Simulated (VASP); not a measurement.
Input of a VASP 6.6.1 run:

The input INCAR:

```
PREC     = Accurate       # precision mode
ENCUT    = 520            # plane-wave cutoff, eV
EDIFF    = 1E-6           # SCF threshold, eV
ISMEAR   = -1             # smearing method
SIGMA    = 0.05           # smearing width, eV
LREAL    = F              # projectors in reciprocal space
LASPH    = T              # aspherical terms in the spheres
NELM     = 100            # most SCF steps
ALGO     = Normal         # electronic algorithm
ISIF     = 2              # what is computed and relaxed
LWAVE    = F              # write WAVECAR
LCHARG   = T              # write CHGCAR
GGA      = PE             # functional
LELF     = T              # ELF
LVHAR    = T            
NBANDS   = 16             # bands
```

KPOINTS

```
regular mesh
0
Gamma
  13 13 13
```

POSCAR

```
CdS
1.0
    0.0000000000      2.9026874219      2.9026874219
    2.9026874219      0.0000000000      2.9026874219
    2.9026874219      2.9026874219      0.0000000000
Cd S
1 1
Direct
    0.0000000000      0.0000000000      0.0000000000
    0.2500000000      0.2500000000      0.2500000000
```

Potentials or basis: VASP PAW PBE potentials, release 64 (Cd, S).

Launch:

```bash
$ cat potpaw_PBE.64/Cd/POTCAR potpaw_PBE.64/S/POTCAR > POTCAR
$ mpirun -np 1 vasp_std > vasp.out
```

Question: What does it give for the pressure?

Answer: 4.2 GPa.

Question: Predict the band gap on the k mesh.

Answer: 1.18 eV.

Caveat: the cell stands under pressure; an odd mesh through Γ misses points on the zone boundary, where band edges can lie.
